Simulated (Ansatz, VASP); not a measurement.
# One calculation of Si2W, two programs

```xyz
9
Lattice="4.6393 0.0000 0.0000 -2.3196 4.0177 0.0000 0.0000 0.0000 6.5757" Properties=species:S:1:pos:R:3 pbc="T T T"
Si    2.3196    2.9540    3.2879
Si   -1.3984    3.4859    5.4798
Si    1.3984    3.4859    1.0960
Si    0.0000    1.0637    3.2879
Si    3.7181    0.5319    5.4798
Si    0.9212    0.5319    1.0960
W    -1.1598    2.0089    1.0960
W     1.1598    2.0089    5.4798
W     2.3196    0.0000    3.2879
```

Alike in both runs: task single point; functional PBE; k mesh 9 × 9 × 6; occupations gaussian, width 0.03 eV; no spin polarisation.

|  | VASP | Ansatz |
| --- | --- | --- |
| version | VASP 6.6.1 | Ansatz 0.2.0 |
| potentials or method | VASP PAW PBE potentials, release 64 (Si, W_sv), cutoff 520 eV | scalar-relativistic, plane waves, PAW |
| valence electrons in the cell | 66 | 66 |

```csv
,VASP,Ansatz,Ansatz less VASP
gap on the k mesh at the Fermi level (eV),none,none,-
pressure (GPa),11.1,11.2,+0.08
"traceless stress, the component that is largest in VASP (GPa)",-7.49,-7.49,-0.005
rms of the force components (eV/Å),2.906,2.922,+0.0152
```

Atom by atom the forces differ by 0.015 eV/Å (rms over components). A gap of «none» marks a metal or a gap that the smearing closes.

Spin-orbit coupling is off throughout.
